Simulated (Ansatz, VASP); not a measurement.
One calculation of SnSe2, two programs

```
CELL_PARAMETERS angstrom
3.81100 0.00000 0.00000
-1.90550 3.30042 0.00000
0.00000 0.00000 6.38248
ATOMIC_POSITIONS crystal
Sn 0.00000 0.00000 0.00000
Se 0.33333 0.66667 0.25000
Se 0.66667 0.33333 0.75000
```

Change from the starting cell: strain +0.0400 x Voigt [0, 0, 1, 0, 0, 0], atoms carried along.

Alike in both runs: task single point; functional PBE; k mesh 12 × 12 × 6; occupations gaussian, width 0.05 eV; no spin polarisation.

```csv
,VASP,Ansatz
version,VASP 6.6.1,Ansatz 0.2.0
potentials or method,"VASP PAW PBE potentials, release 64 (Sn_d, Se), cutoff 520 eV","scalar-relativistic, plane waves, PAW"
valence electrons in the cell,26,46
```

```tsv
	VASP	Ansatz	Ansatz less VASP
gap on the k mesh at the Fermi level (eV)	0.63	0.63	+0.002
least direct gap on the mesh (eV)	1.15	1.15	+0.003
pressure (GPa)	2.5	2.4	-0.07
traceless stress, the component that is largest in VASP (GPa)	-0.59	-0.60	-0.010
rms of the force components (eV/Å)	0.070	0.063	-0.0068
```

Atom by atom the forces differ by 0.007 eV/Å (rms over components). VASP's potentials hold 26 valence electrons a cell and Ansatz's 46, so a difference there can come from the potentials and not from the codes.
